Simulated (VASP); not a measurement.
# Pt (Fm-3m) in VASP: single point with PBE

Aim: the single point of Pt with PBE.

Everything below comes from runs of VASP 6.6.1. Logs are shortened: lines on timing, memory, paths and dates and some standing lists are left out, and cuts for length are marked.

**1. The cell of the first run**

The structure is cubic, space group Fm-3m (No. 225). Conventional cell: a = 3.922 Å, b = 3.922 Å, c = 3.922 Å, α = 90.00°, β = 90.00°, γ = 90.00°. Pt (site symmetry m-3m) has 12 Pt at 2.77 Å within 3.7 Å.

**2. Single point, PBE**

INCAR

```
PREC     = Accurate       # precision mode
ENCUT    = 500            # plane-wave cutoff, eV
EDIFF    = 1E-6           # SCF threshold, eV
ISMEAR   = -1             # smearing method
SIGMA    = 0.15           # smearing width, eV
LREAL    = False          # projectors in reciprocal space
LASPH    = True           # aspherical terms in the spheres
NELM     = 120            # most SCF steps
ALGO     = Normal         # electronic algorithm
ISIF     = 2              # what is computed and relaxed
LWAVE    = False          # write WAVECAR
LCHARG   = False          # write CHGCAR
GGA      = PE             # functional
NBANDS   = 11             # bands
GGA_COMPAT= False
```

KPOINTS

```
regular mesh
0
Gamma
  9 9 9
```

POSCAR

```
Pt
1.0
    0.0000000000      1.9609000000      1.9609000000
    1.9609000000      0.0000000000      1.9609000000
    1.9609000000      1.9609000000      0.0000000000
Pt
1
Direct
    0.0000000000      0.0000000000      0.0000000000
```

Potentials or basis: VASP PAW PBE potentials, release 64 (Pt).

Launch:

```
$ cat potpaw_PBE.64/Pt/POTCAR > POTCAR
$ mpirun -np 1 vasp_std > vasp.out
```

OUTCAR:

```text
PREC = Accurate
   ENCUT = 500
   EDIFF = 1E-6
   ISMEAR = -1
   LREAL = False
   LASPH = True
   NELM = 120
   ISIF = 2
   GGA = PE

 ion  position               nearest neighbor table
   1  0.000  0.000  0.000-

  LATTYP: Found a face centered cubic cell.
 ALAT       =     3.9218000000

  Lattice vectors:

 A1 = (   0.0000000000,   1.9609000000,   1.9609000000)
 A2 = (   1.9609000000,   0.0000000000,   1.9609000000)
 A3 = (   1.9609000000,   1.9609000000,   0.0000000000)

Analysis of symmetry for initial positions (statically):
=====================================================================
 Subroutine PRICEL returns:
 Original cell was already a primitive cell.

 Routine SETGRP: Setting up the symmetry group for a
 face centered cubic supercell.

 Subroutine GETGRP returns: Found 48 space group operations
[... 9 lines left out ...]

 Routine SETGRP: Setting up the symmetry group for a
 face centered cubic supercell.

 Subroutine GETGRP returns: Found 48 space group operations
[... 11 lines left out ...]
                                     Primitive cell

  volume of cell :      15.0798

  direct lattice vectors                    reciprocal lattice vectors
     0.000000000  1.960900000  1.960900000    -0.254984956  0.254984956  0.254984956
     1.960900000  0.000000000  1.960900000     0.254984956 -0.254984956  0.254984956
     1.960900000  1.960900000  0.000000000     0.254984956  0.254984956 -0.254984956

  length of vectors
     2.773131374  2.773131374  2.773131374     0.441646899  0.441646899  0.441646899

  position of ions in fractional coordinates (direct lattice)
     0.000000000  0.000000000  0.000000000

  ion indices of the primitive-cell ions
   primitive index   ion index
                 1           1

----------------------------------------------------------------------------------------

 KPOINTS: regular mesh

Automatic generation of k-mesh.
 Grid dimensions read from file:
 generate k-points for:    9    9    9

 Generating k-lattice:

  Cartesian coordinates                     Fractional coordinates (reciprocal lattice)
    -0.028331662  0.028331662  0.028331662     0.111111111  0.000000000  0.000000000
     0.028331662 -0.028331662  0.028331662     0.000000000  0.111111111  0.000000000
     0.028331662  0.028331662 -0.028331662     0.000000000  0.000000000  0.111111111

  Length of vectors
     0.049071878  0.049071878  0.049071878

  Shift w.r.t. Gamma in fractional coordinates (k-lattice)
     0.000000000  0.000000000  0.000000000

 Subroutine IBZKPT returns following result:
 ===========================================

 Found     35 irreducible k-points:

 Following reciprocal coordinates:
            Coordinates               Weight
  0.000000  0.000000  0.000000      1.000000
  0.111111  0.000000  0.000000      8.000000
  0.222222  0.000000  0.000000      8.000000
  0.333333  0.000000  0.000000      8.000000
  0.444444  0.000000  0.000000      8.000000
  0.111111  0.111111  0.000000      6.000000
[... 16 lines left out ...]
 -0.333333  0.333333  0.000000     12.000000
  0.444444  0.444444  0.000000      6.000000
 [... further k-points ...]
   k-points           NKPTS =     35   k-points in BZ     NKDIM =     35   number of bands    NBANDS=     11
   number of dos      NEDOS =    301   number of ions     NIONS =      1
   total plane-waves  NPLWV =   8000
   dimension x,y,z NGX =    20 NGY =   20 NGZ =   20
   dimension x,y,z NGXF=    40 NGYF=   40 NGZF=   40
   ions per type =               1
   NGX,Y,Z   is equivalent  to a cutoff of  11.99, 11.99, 11.99 a.u.
   NGXF,Y,Z  is equivalent  to a cutoff of  23.98, 23.98, 23.98 a.u.
 SYSTEM =  unknown system
   PREC   = accura    normal or accurate (medium, high low for compatibility)
   ISTART =      0    job   : 0-new  1-cont  2-samecut
   ICHARG =      2    charge: 1-file 2-atom 10-const
   ISPIN  =      1    spin polarized calculation?
   LNONCOLLINEAR =      F non collinear calculations
   LSORBIT =      F    spin-orbit coupling
   LASPH  =      T    aspherical Exc in radial PAW
   ENCUT  =  500.0 eV  36.75 Ry    6.06 a.u.   5.06  5.06  5.06*2*pi/ulx,y,z
   NELM   =    120;   NELMIN=  2; NELMDL= -5     # of ELM steps
   EDIFF  = 0.1E-05   stopping-criterion for ELM
   LREAL  =      F    real-space projection
   EDIFFG = 0.1E-04   stopping-criterion for IOM
   NSW    =      0    number of steps for IOM
   IBRION =     -1    ionic relax: 0-MD 1-quasi-New 2-CG
   NFREE  =      0    steps in history (QN), initial steepest desc. (CG)
   ISIF   =      2    stress and relaxation
   ISYM   =      2    0-nonsym 1-usesym 2-fastsym
   POTIM  = 0.5000    time-step for ionic-motion
   TEBEG  =    0.0;   TEEND  =   0.0 temperature during run
   PSTRESS=    0.0 pullay stress
   NELECT =      10.0000    total number of electrons
   NUPDOWN=      -1.0000    fix difference up-down
   EMIN   =  10.00;   EMAX   =-10.00  energy-range for DOS
   EFERMI =   0.00;   METHOD = LEGACY
   ISMEAR =    -1;   SIGMA  =   0.15  broadening in eV -4-tet -1-fermi 0-gaus
   EFERMI_NEDOS =   21; number of points for ismear=-14 and -15
   IALGO  =     38    algorithm
   IMIX   =      4    mixing-type and parameters
     AMIX     =   0.40;   BMIX     =  1.00
     AMIX_MAG =   1.60;   BMIX_MAG =  1.00
  volume/ion in A,a.u.               =      15.08       101.76
  Fermi-wavevector in a.u.,A,eV,Ry     =   1.427609  2.697791 27.729605  2.038068
  Thomas-Fermi vector in A             =   2.547760
   LORBIT       =      0    0 simple, 1 ext, 2 COOP (PROOUT), +10 PAW based schemes
   GGA     = PE    functional components
   LHFCALC =     F    Hartree Fock is set to
   AEXX    =    0.0000 exact exchange contribution
   IVDW    =     0    specifies the selected vdW correction
   LEPSILON=     F    determine dielectric tensor
   LRPA    =     F    only Hartree local field effects (RPA)
 non-spin polarized calculation
  energy-cutoff  :      500.00
  volume of cell :       15.08
 maximum number of plane-waves:       390
   NGX = 11   NGY = 11   NGZ = 11

 number of electron      10.0000001 magnetization

 Free energy of the ion-electron system (eV)
  ---------------------------------------------------
  ext. energy  EPLUGINS =         0.00000000
  ---------------------------------------------------
  free energy    TOTEN  =        -6.16475236 eV

  energy without entropy =       -6.06776210  energy(sigma->0) =       -6.11625723

 E-fermi :  11.3193     XC(G=0): -13.4897

 val. band max:       11.2957013982   @ k =   0.4444   0.1111   0.0000
 cond. band min:      11.3553589930   @ k =  -0.4444   0.3333   0.0000
 fundamental gap:      0.0596575948
 Fermi energy:        11.3193108814

 k-point     1 :       0.0000    0.0000    0.0000
  band No.  band energies     occupation
      1       1.0491      2.00000
      2       7.4855      2.00000
      3       7.4855      2.00000
      4       7.4855      2.00000
      5       9.6415      1.99997
      6       9.6415      1.99997
      7      25.9058      0.00000
      8      30.8722      0.00000
      9      30.8722      0.00000
     10      30.8722      0.00000
     11      36.2136      0.00000

 k-point     2 :       0.1111    0.0000    0.0000
  band No.  band energies     occupation
      1       1.5361      2.00000
      2       7.2848      2.00000
      3       7.6659      2.00000
      4       7.6659      2.00000
      5       9.5527      1.99998
      6       9.5527      1.99998
      7      26.6323      0.00000
      8      28.8019      0.00000
      9      31.6220      0.00000
     10      31.6220      0.00000
     11      37.7838      0.00000

 k-point     3 :       0.2222    0.0000    0.0000
  band No.  band energies     occupation
      1       2.7682      2.00000
      2       7.0669      2.00000
      3       7.8760      2.00000
      4       7.8760      2.00000
      5       9.6743      1.99997
      6       9.6743      1.99997
      7      25.4870      0.00000
      8      27.7119      0.00000
      9      33.5208      0.00000
     10      33.5208      0.00000
     11      34.9249      0.00000

 k-point     4 :       0.3333    0.0000    0.0000
  band No.  band energies     occupation
      1       3.7712      2.00000
      2       7.6807      2.00000
      3       7.6807      2.00000
      4       7.9891      2.00000
      5      10.4467      1.99407
      6      10.4467      1.99407
      7      21.5960      0.00000
      8      26.6811      0.00000
      9      32.6542      0.00000
     10      32.6542      0.00000
     11      36.3303      0.00000

 k-point     5 :       0.4444    0.0000    0.0000
  band No.  band energies     occupation
      1       3.9446      2.00000
      2       7.4528      2.00000
      3       7.4528      2.00000
      4      10.2297      1.99860
      5      11.1990      1.38096
      6      11.1990      1.38096
      7      17.8632      0.00000
      8      25.6110      0.00000
      9      30.5464      0.00000
     10      30.5464      0.00000
     11      39.2834      0.00000
[... 211 lines left out ...]
 k-point    21 :       0.4444    0.3333    0.0000
  band No.  band energies     occupation
      1       4.6244      2.00000
      2       5.1354      2.00000
      3       9.1884      2.00000
      4      10.2841      1.99799
      5      11.4362      0.62883
      6      12.6062      0.00038
      7      21.7717      0.00000
      8      24.5992      0.00000
      9      24.7110      0.00000
     10      31.5015      0.00000
     11      34.0698      0.00000

 k-point    22 :      -0.4444    0.3333    0.0000
  band No.  band energies     occupation
      1       4.9124      2.00000
      2       5.6508      2.00000
      3       8.5280      2.00000
      4       9.9114      1.99983
      5      11.3554      0.88041
      6      16.1761      0.00000
      7      18.0301      0.00000
      8      22.6953      0.00000
      9      25.5521      0.00000
     10      31.3481      0.00000
     11      37.0851      0.00000

 k-point    23 :      -0.3333    0.3333    0.0000
  band No.  band energies     occupation
      1       5.4081      2.00000
      2       6.3870      2.00000
      3       7.5715      2.00000
      4       9.3814      2.00000
      5      10.6384      1.97886
      6      15.6088      0.00000
      7      20.0581      0.00000
      8      20.9912      0.00000
      9      28.0002      0.00000
     10      30.1857      0.00000
     11      37.8484      0.00000

 k-point    24 :       0.4444    0.4444    0.0000
  band No.  band energies     occupation
      1       4.2547      2.00000
      2       4.7202      2.00000
      3      11.2239      1.30777
      4      11.5497      0.35419
      5      11.5497      0.35419
      6      12.2329      0.00452
      7      21.2248      0.00000
      8      23.0616      0.00000
      9      23.0616      0.00000
     10      31.2168      0.00000
     11      34.4340      0.00000

 [... further k-points ...]

------------------------ aborting loop because EDIFF is reached ----------------------------------------

  FORCE on cell =-STRESS in cart. coord.  units (eV):
  Direction    XX          YY          ZZ          XY          YZ          ZX
  --------------------------------------------------------------------------------------
  -------------------------------------------------------------------------------------
  Total        0.9378870      0.9378870      0.9378870      0.0000000     -0.0000000     -0.0000000
  in kB       99.6471225     99.6471225     99.6471225      0.0000000     -0.0000000     -0.0000000
  external PRESSURE =      99.6471225 kB  Pullay stress =       0.0000000 kB

 VOLUME and BASIS-vectors are now :
 -----------------------------------------------------------------------------
  energy-cutoff  :      500.00
  volume of cell :       15.08
      direct lattice vectors                 reciprocal lattice vectors
     0.000000000  1.960900000  1.960900000    -0.254984956  0.254984956  0.254984956
     1.960900000  0.000000000  1.960900000     0.254984956 -0.254984956  0.254984956
     1.960900000  1.960900000  0.000000000     0.254984956  0.254984956 -0.254984956

 POSITION                                       TOTAL-FORCE (eV/Angst)
 -----------------------------------------------------------------------------------
      0.00000      0.00000      0.00000         0.000000      0.000000      0.000000
 -----------------------------------------------------------------------------------
    total drift:                                0.000000     -0.000000      0.000000

  FREE ENERGIE OF THE ION-ELECTRON SYSTEM (eV)
  ---------------------------------------------------
  free  energy   TOTEN  =        -6.1647523624 eV

  energy  without entropy=       -6.0677620972  energy(sigma->0) =       -6.11625723
```

Run time: 11 s. Hardware: 1 thread of Intel Xeon 8259CL, shared host; peak memory 0.12 GiB.

Results:

```
Free energy            : -6.1648 eV
Pressure               : 10.0 GPa
Band gap on the k mesh : zero (band 5 reaches 11.63 eV, above the bottom of band 6 at 9.55 eV)
```

Levels at points of the mesh, in eV from the Fermi level:
```
           k point  band 3  band 4  band 5  band 6  band 7  band 8
(0.00, 0.00, 0.00)   -3.83   -3.83   -1.68   -1.68   14.59   19.55
```

Caveat: spin-orbit coupling is left out, which moves the levels of the heavy elements.
